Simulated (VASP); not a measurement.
Al2Cu: single point with PBEsol

Al2Cu:

```
Al Cu
1.0
     4.08421    0.00000    0.00000
     0.00000    4.08421    0.00000
     0.00000    0.00000    2.84589
Al Cu
2 1
Cartesian
  2.0523 0.0106 1.4229
  -0.1483 1.9968 1.4229
  0.0587 0.0147 0.0000
```

This cell differs from its parent crystal: atoms displaced along several vibrational modes.

```json
{
  "Program": "VASP 6.6.1",
  "Task": "single point",
  "Functional": "PBEsol",
  "Potentials or basis": "VASP PAW PBE potentials, release 64 (Al, Cu)",
  "Cutoff": "520 eV",
  "k mesh": "10 × 10 × 14",
  "Occupations": "gaussian, width 0.15 eV",
  "Spin": "no spin polarisation",
  "Dipole correction": "no",
  "Further INCAR settings": "ALGO = Fast; EDIFF = 1e-06; NBANDS = 16"
}
```

```json
{
 "Pressure": "0.5 GPa",
 "Largest force": "0.661 eV/Å",
 "Band gap on the k mesh": "zero (an odd number of electrons rules out a gap without spin polarisation)"
}
```

Forces on the atoms (eV/Å):
```
Al  -0.035 -0.150  0.000
Al   0.342  0.566  0.000
Cu  -0.308 -0.416  0.000
```

Stress tensor (GPa, compression positive):
```
0.83 0.24 0.00
0.24 0.46 0.00
0.00 0.00 0.12
```

Levels at points of the mesh, in eV from the Fermi level:
```csv
k point,band 5,band 6,band 7,band 8,band 9,band 10,band 11,band 12,band 13,band 14
"(0.00, 0.00, 0.00)",-4.11,-4.09,-2.45,-2.43,-0.07,0.76,6.11,6.29,6.34,7.13
"(0.50, 0.00, 0.00)",-4.40,-4.14,-4.08,-1.09,1.51,1.58,2.05,7.74,8.35,9.42
"(0.00, 0.50, 0.00)",-4.39,-4.12,-4.10,-1.15,1.18,1.93,2.10,7.72,8.37,9.34
"(0.50, 0.50, 0.00)",-4.44,-4.28,-4.13,-4.11,-2.50,8.56,8.61,9.61,9.95,10.18
"(0.00, 0.00, 0.50)",-4.84,-4.13,-3.00,2.34,2.45,2.58,2.76,2.95,3.32,3.93
"(0.50, 0.00, 0.50)",-4.22,-4.20,-3.16,-2.42,-1.67,3.50,4.04,4.69,5.17,5.93
"(0.00, 0.50, 0.50)",-4.24,-4.18,-3.07,-2.44,-1.67,3.79,3.94,4.44,5.18,6.12
"(0.50, 0.50, 0.50)",-3.97,-3.47,-2.33,-2.25,-0.98,-0.79,0.03,0.20,2.33,11.83
```

Wall time 8.8 min on 1 thread of Intel Xeon 8259CL (shared host), peak memory 0.4 GiB.

Caveat: the cell differs from its parent crystal (atoms displaced along several vibrational modes); the PAW data sets were made with another functional, which shifts forces and pressure a little.
